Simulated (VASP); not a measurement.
Write the native input for VASP 6.6.1 that does the following.

```yaml
Task: single point
Functional: PBEsol
Potentials_or_basis: VASP PAW PBE potentials, release 64 (Ta_pv, N)
Cutoff: 520 eV
k_mesh: 9 × 9 × 5
Occupations: fermi-dirac, width 0.01 eV
Spin: no spin polarisation
Dipole_correction: no
Further_INCAR_settings: ALGO = Normal; EDIFF = 1e-06; NBANDS = 24
```

The structure of TaN lies in POSCAR:

```
TaN
1.0
    3.0681880104      0.0000000000      0.0000000000
   -1.5340940052      2.6571287606      0.0000000000
    0.0000000000      0.0000000000      4.9505704856
Ta N
2 2
Direct
    0.0000000000      0.0000000000      0.0000000000
    0.0000000000      0.0000000000      0.5000000000
    0.3333333333      0.6666666667      0.2500000000
    0.6666666667      0.3333333333      0.7500000000
```

These files were run (other wordings do the same):

INCAR

```
SYSTEM = TaN
PREC     = Accurate       ! precision mode
ENCUT    = 520            ! plane-wave cutoff, eV
EDIFF    = 1E-6           ! SCF threshold, eV
ISMEAR   = -1             ! smearing method
SIGMA    = 0.01           ! smearing width, eV
LREAL    = .FALSE.        ! projectors in reciprocal space
LASPH    = .TRUE.         ! aspherical terms in the spheres
NELM     = 100            ! most SCF steps
ALGO     = Normal         ! electronic algorithm
ISIF     = 2              ! what is computed and relaxed
LWAVE    = .FALSE.        ! write WAVECAR
LCHARG   = .TRUE.         ! write CHGCAR
GGA      = PS             ! functional
LELF     = .TRUE.         ! ELF
LVHAR    = .TRUE.       
NBANDS   = 24             ! bands
```

KPOINTS

```
regular mesh
0
G
  9 9 5
  0 0 0
```

Potentials or basis: VASP PAW PBE potentials, release 64 (Ta_pv, N).

The run is started by

```console
$ cat potpaw_PBE.64/Ta_pv/POTCAR potpaw_PBE.64/N/POTCAR > POTCAR
$ mpirun -np 1 vasp_std > vasp.out
```

It gave:

```
Pressure               : 40.1 GPa
Band gap on the k mesh : zero (bands 16 and 17 overlap by 2.51 eV)
```

Caveat: the cell stands under pressure; the PAW data sets were made with another functional, which shifts forces and pressure a little; spin-orbit coupling is left out, which moves the levels of the heavy elements.

It took 11 s on 1 thread of Intel(R) Xeon(R) 6975P-C (Granite Rapids), on a shared host, peak memory 0.17 GiB.
